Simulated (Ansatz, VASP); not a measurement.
# Zn in VASP and in Ansatz

```
Zn
1.0
     2.38102    0.00000    0.00000
     0.00000    2.38102    0.00000
     0.00000    0.00000    2.38102
Zn
1
Direct
  0.00000 0.00000 0.00000
```

Alike in both runs: task single point; functional LDA; k mesh 15 × 15 × 15; occupations fermi-dirac, width 0.1 eV; no spin polarisation.

```csv
,VASP,Ansatz
version,VASP 6.6.1,Ansatz 0.2.0
potentials or method,"VASP PAW LDA potentials, release 64 (Zn)","PAW with other files of Ansatz's library (level accurate), scalar-relativistic"
plane-wave cutoff (eV),500,800
valence electrons in the cell,12,20
```

```tsv
	VASP	Ansatz	Ansatz less VASP
pressure (GPa)	20.1	19.0	-1.13
```

LDA's correlation is that of Perdew and Zunger in VASP and of Perdew and Wang (1992) in Ansatz. VASP's potentials hold 12 valence electrons a cell and Ansatz's 20, so a difference there can come from the potentials and not from the codes.
